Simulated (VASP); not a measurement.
SmBiH3:

```
Sm Bi H
1.0
     4.30708    0.00000    0.00000
     0.00000    4.30708    0.00000
     0.00000    0.00000    4.23257
Sm Bi H
1 1 3
Cartesian
  2.1535 2.1535 0.0000
  0.0000 0.0000 0.0000
  2.1535 0.0000 2.1163
  0.0000 2.1535 2.1163
  2.1535 2.1535 2.1163
```

The cell was built from a structure type or drawn by symmetry, and may not be a known phase.

| Item | Value |
| --- | --- |
| Program | VASP 6.6.1 |
| Task | relaxation of cell and atoms |
| Functional | PBE |
| Potentials or basis | VASP PAW PBE potentials, release 64 (Sm_3, Bi_d, H), 4f in core |
| Cutoff | 500 eV |
| k mesh | 4 × 4 × 4 |
| Occupations | gaussian, width 0.1 eV |
| Spin | no spin polarisation |

At the start: pressure 1.7 GPa; volume 15.70 Å³/atom.

Q: How do energy, volume and symmetry change on relaxing?

A: Over 5 steps the energy falls by 76.1 meV/atom and the volume is 16.23 Å³/atom (+3.3 %); space group P4/mmm (No. 123, to 0.1 Å) before and after.

The path:
| step | energy change (eV) | largest force (eV/Å) | pressure (GPa) | volume (Å³) |
| --- | --- | --- | --- | --- |
| 1 | 0.0000 | 0.0000 | 1.72 | 78.52 |
| 2 | -0.2742 | 0.0000 | 0.24 | 80.34 |
| 3 | -0.3791 | 0.0000 | -0.49 | 81.92 |
| 4 | -0.3796 | 0.0000 | -0.46 | 81.81 |
| 5 | -0.3806 | 0.0000 | -0.02 | 81.15 |

Final structure:
```yaml
crystal:
  lattice:
    - [4.54191, 0.00000, 0.00000]
    - [0.00000, 4.54191, 0.00000]
    - [0.00000, 0.00000, 3.93359]
  atoms:
    - { symbol: Sm, position: [0.50000, 0.50000, 0.00000] }
    - { symbol: Bi, position: [0.00000, 0.00000, 0.00000] }
    - { symbol: H, position: [0.50000, 0.00000, 0.50000] }
    - { symbol: H, position: [0.00000, 0.50000, 0.50000] }
    - { symbol: H, position: [0.50000, 0.50000, 0.50000] }
```

Caveat: the k points lie up to 0.40 Å⁻¹ apart in the final cell, too coarse for converged energies and pressures of a metal.
